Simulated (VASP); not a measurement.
Here is a VASP 6.6.1 calculation.

Contents of INCAR:

```
SYSTEM = Sb
ALGO = Normal ; EDIFF = 1E-6
ENCUT = 520 ; GGA = PE
ISIF = 2 ; ISMEAR = -1
LASPH = .True. ; LCHARG = .True.
LELF = .True. ; LREAL = .False.
LVHAR = .True. ; LWAVE = .False.
NBANDS = 8 ; NELM = 100
PREC = Accurate ; SIGMA = 0.05
```

The input KPOINTS:

```
k-points
0
Gamma
  12 12 12
  0 0 0
```

Contents of POSCAR:

```
Sb
1.0
    0.0000000000      2.3050000000      2.2589000000
    2.3050000000      0.0000000000      2.2589000000
    2.3050000000      2.3050000000      0.0000000000
Sb
1
Direct
    0.0000000000      0.0000000000      0.0000000000
```

Potentials or basis: VASP PAW PBE potentials, release 64 (Sb).

Run with:

```bash
$ cat potpaw_PBE.64/Sb/POTCAR > POTCAR
$ mpirun -np 1 vasp_std > vasp.out
```

Q: Predict the band gap on the k mesh.

A: Zero (an odd number of electrons rules out a gap without spin polarisation).

Q: Predict the pressure.

A: 10.7 GPa.

Caveat: the cell differs from its parent crystal (zz strain of -2 %); the cell stands under pressure; spin-orbit coupling is left out, which moves the levels of the heavy elements.
